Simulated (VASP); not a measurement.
# CoSn (P6/mmm) in VASP: notebook

CoSn is run at these levels: PBE; tasks: single point, relaxation of cell and atoms.

Everything below comes from runs of VASP 6.6.1. Logs are shortened: lines on timing, memory, paths and dates and some standing lists are left out, and cuts for length are marked.

### Step 1. The cell of the first run

Symmetry: P6/mmm, No. 191, hexagonal system. Conventional cell: a = 5.246 Å, b = 5.246 Å, c = 4.188 Å, α = 90.00°, β = 90.00°, γ = 120.00°. Co (site symmetry mmm) has 6 Sn at 2.58 to 2.62 Å and 4 Co at 2.62 Å within 3.4 Å. Sn (site symmetry -6m2) has 6 Co at 2.58 Å and 3 Sn at 3.03 Å within 3.4 Å. Sn (site symmetry 6/mmm) has 6 Co at 2.62 Å within 3.5 Å.

### Step 2. Single point, PBE

INCAR

```
ALGO = Fast ; EDIFF = 1E-7
ENCUT = 520 ; GGA = PE
ISIF = 2 ; ISMEAR = 0
LASPH = T ; LCHARG = F
LREAL = F ; LWAVE = F
NBANDS = 44 ; NELM = 100
PREC = Accurate ; SIGMA = 0.1
```

KPOINTS

```
k-points
0
Gamma
  6 6 4
```

POSCAR

```
CoSn
1.0
    5.2460399276      0.0000000000      0.0000000000
   -2.6230199638      4.5432038466      0.0000000000
    0.0000000000      0.0000000000      4.1875903000
Co Sn
3 3
Direct
    0.0000000000      0.5000000000      0.0000000000
    0.5000000000      0.5000000000      0.0000000000
    0.5000000000      0.0000000000      0.0000000000
    0.6666666700      0.3333333300      0.5000000000
    0.3333333300      0.6666666700      0.5000000000
    0.0000000000      0.0000000000      0.0000000000
```

Potentials or basis: VASP PAW PBE potentials, release 64 (Co, Sn_d).

Launch:

```bash
$ cat potpaw_PBE.64/Co/POTCAR potpaw_PBE.64/Sn_d/POTCAR > POTCAR
$ mpirun -np 1 vasp_std > vasp.out
```

OUTCAR:

```text
EDIFF = 1E-7
   ENCUT = 520
   GGA = PE
   ISIF = 2
   ISMEAR = 0
   LASPH = T
   LREAL = F
   NELM = 100
   PREC = Accurate

 ion  position               nearest neighbor table
   1  0.000  0.500  0.000-   4 2.58   5 2.58   4 2.58   5 2.58   2 2.62   2 2.62   6 2.62   6 2.62
                             3 2.62   3 2.62
   2  0.500  0.500  0.000-   4 2.58   5 2.58   4 2.58   5 2.58   1 2.62   1 2.62   6 2.62   3 2.62
                             3 2.62   6 2.62
   3  0.500  0.000  0.000-   4 2.58   5 2.58   4 2.58   5 2.58   6 2.62   6 2.62   1 2.62   2 2.62
                             2 2.62   1 2.62
   4  0.667  0.333  0.500-   1 2.58   1 2.58   3 2.58   3 2.58   2 2.58   2 2.58   5 3.03   5 3.03
                             5 3.03   6 3.68   6 3.68   6 3.68   6 3.68   6 3.68   6 3.68
   5  0.333  0.667  0.500-   1 2.58   1 2.58   3 2.58   3 2.58   2 2.58   2 2.58   4 3.03   4 3.03
                             4 3.03   6 3.68   6 3.68   6 3.68   6 3.68   6 3.68   6 3.68
   6  0.000  0.000  0.000-   3 2.62   3 2.62   1 2.62   1 2.62   2 2.62   2 2.62   5 3.68   4 3.68
                             5 3.68   4 3.68   4 3.68   5 3.68   5 3.68   4 3.68   5 3.68   5 3.68

  LATTYP: Found a hexagonal cell.
 ALAT       =     5.2460399276
 C/A-ratio  =     0.7982383584

  Lattice vectors:

 A1 = (   5.2460399276,   0.0000000000,   0.0000000000)
 A2 = (  -2.6230199638,   4.5432038466,   0.0000000000)
 A3 = (   0.0000000000,   0.0000000000,   4.1875903000)

Analysis of symmetry for initial positions (statically):
=====================================================================
 Subroutine PRICEL returns:
 Original cell was already a primitive cell.

 Routine SETGRP: Setting up the symmetry group for a
 hexagonal supercell.

 Subroutine GETGRP returns: Found 24 space group operations
 (whereof 24 operations were pure point group operations)
 out of a pool of 24 trial point group operations.

The static configuration has the point symmetry D_6h.

Analysis of symmetry for dynamics (positions and initial velocities):
=====================================================================
 Subroutine PRICEL returns:
 Original cell was already a primitive cell.

 Routine SETGRP: Setting up the symmetry group for a
 hexagonal supercell.

 Subroutine GETGRP returns: Found 24 space group operations
 (whereof 24 operations were pure point group operations)
 out of a pool of 24 trial point group operations.

The dynamic configuration has the point symmetry D_6h.

[... 104 lines left out ...]
   EDIFFG = 0.1E-05   stopping-criterion for IOM
   NSW    =      0    number of steps for IOM
   IBRION =     -1    ionic relax: 0-MD 1-quasi-New 2-CG
   NFREE  =      0    steps in history (QN), initial steepest desc. (CG)
   ISIF   =      2    stress and relaxation
   ISYM   =      2    0-nonsym 1-usesym 2-fastsym
   POTIM  = 0.5000    time-step for ionic-motion
   TEBEG  =    0.0;   TEEND  =   0.0 temperature during run
   PSTRESS=    0.0 pullay stress
   NELECT =      69.0000    total number of electrons
   NUPDOWN=      -1.0000    fix difference up-down
   EMIN   =  10.00;   EMAX   =-10.00  energy-range for DOS
   EFERMI =   0.00;   METHOD = LEGACY
   ISMEAR =     0;   SIGMA  =   0.10  broadening in eV -4-tet -1-fermi 0-gaus
   EFERMI_NEDOS =   21; number of points for ismear=-14 and -15
   IALGO  =     68    algorithm
   IMIX   =      4    mixing-type and parameters
     AMIX     =   0.40;   BMIX     =  1.00
     AMIX_MAG =   1.60;   BMIX_MAG =  1.00
  volume/ion in A,a.u.               =      16.63       112.25
  Fermi-wavevector in a.u.,A,eV,Ry     =   1.447567  2.735504 28.510312  2.095449
  Thomas-Fermi vector in A             =   2.565507
   LORBIT       =      0    0 simple, 1 ext, 2 COOP (PROOUT), +10 PAW based schemes
   GGA     = PE    functional components
   LHFCALC =     F    Hartree Fock is set to
   AEXX    =    0.0000 exact exchange contribution
   IVDW    =     0    specifies the selected vdW correction
   LEPSILON=     F    determine dielectric tensor
   LRPA    =     F    only Hartree local field effects (RPA)
 non-spin polarized calculation
 RMM-DIIS sequential band-by-band and
 Gauss-broadening in eV      SIGMA  =   0.10
  energy-cutoff  :      520.00
  volume of cell :       99.81
 maximum number of plane-waves:      2709
 NGX is ok and might be reduce to    40
   NGX = 19   NGY = 19   NGZ = 15

 number of electron      69.0000006 magnetization

 Free energy of the ion-electron system (eV)
  ---------------------------------------------------
  ext. energy  EPLUGINS =         0.00000000
  ---------------------------------------------------
  free energy    TOTEN  =       -33.20933338 eV

  energy without entropy =      -33.19342995  energy(sigma->0) =      -33.20138167

 E-fermi :  10.2775     XC(G=0): -11.8619

 val. band max:       10.2717467253   @ k =   0.3333   0.1667   0.2500
 cond. band min:      10.3345942271   @ k =   0.1667   0.1667   0.0000
 fundamental gap:      0.0628475019
 Fermi energy:        10.2774768138

 k-point     1 :       0.0000    0.0000    0.0000
  band No.  band energies     occupation
      1     -11.3071      2.00000
      2     -11.2669      2.00000
      3     -11.2669      2.00000
      4     -11.2000      2.00000
      5     -11.2000      2.00000
      6     -11.1618      2.00000
[... 976 lines left out ...]
     43      17.7024      0.00000
     44      19.9789      0.00000

------------------------ aborting loop because EDIFF is reached ----------------------------------------

  FORCE on cell =-STRESS in cart. coord.  units (eV):
  Direction    XX          YY          ZZ          XY          YZ          ZX
  --------------------------------------------------------------------------------------
  -------------------------------------------------------------------------------------
  Total        2.5903458      2.5903458      2.2641889      0.0000000      0.0000000      0.0000000
  in kB       41.5824748     41.5824748     36.3467210      0.0000000      0.0000000      0.0000000
  external PRESSURE =      39.8372235 kB  Pullay stress =       0.0000000 kB

 VOLUME and BASIS-vectors are now :
 -----------------------------------------------------------------------------
  energy-cutoff  :      520.00
  volume of cell :       99.81
      direct lattice vectors                 reciprocal lattice vectors
     5.246039928  0.000000000  0.000000000     0.190619975  0.110054494  0.000000000
    -2.623019964  4.543203847  0.000000000     0.000000000  0.220108988  0.000000000
     0.000000000  0.000000000  4.187590300     0.000000000  0.000000000  0.238800821

 POSITION                                       TOTAL-FORCE (eV/Angst)
 -----------------------------------------------------------------------------------
     -1.31151      2.27160      0.00000        -0.000000     -0.000000      0.000000
      1.31151      2.27160      0.00000        -0.000000     -0.000000      0.000000
      2.62302      0.00000      0.00000        -0.000000     -0.000000      0.000000
      2.62302      1.51440      2.09380        -0.000000      0.000000      0.000000
     -0.00000      3.02880      2.09380         0.000000      0.000000     -0.000000
      0.00000      0.00000      0.00000        -0.000000     -0.000000      0.000000
 -----------------------------------------------------------------------------------
    total drift:                                0.000000     -0.000000     -0.000000

  FREE ENERGIE OF THE ION-ELECTRON SYSTEM (eV)
  ---------------------------------------------------
  free  energy   TOTEN  =       -33.2093333831 eV

  energy  without entropy=      -33.1934299481  energy(sigma->0) =      -33.20138167
```

Wall time 4 min (1 thread of Intel Xeon 8259CL, shared host); peak memory 0.26 GiB.

What came out:

| Item | Value |
| --- | --- |
| Free energy | -33.2093 eV |
| Pressure | 4.0 GPa |
| Band gap on the k mesh | zero (an odd number of electrons rules out a gap without spin polarisation) |

Stress tensor (GPa, compression positive):
```
4.16 0.00 0.00
0.00 4.16 0.00
0.00 0.00 3.63
```

Caveat: the k points lie up to 0.38 Å⁻¹ apart, too coarse for converged energies and pressures of a metal; spin-orbit coupling is left out, which moves the levels of the heavy elements; the run has no spin polarisation, though such a crystal can be magnetic. Spin polarisation is off, so any magnetic state and its effect on volume and gap are missing.

(Continued in part 2 of 2.)

The gap in the log of VASP goes by the Fermi energy; the results here count the filled bands.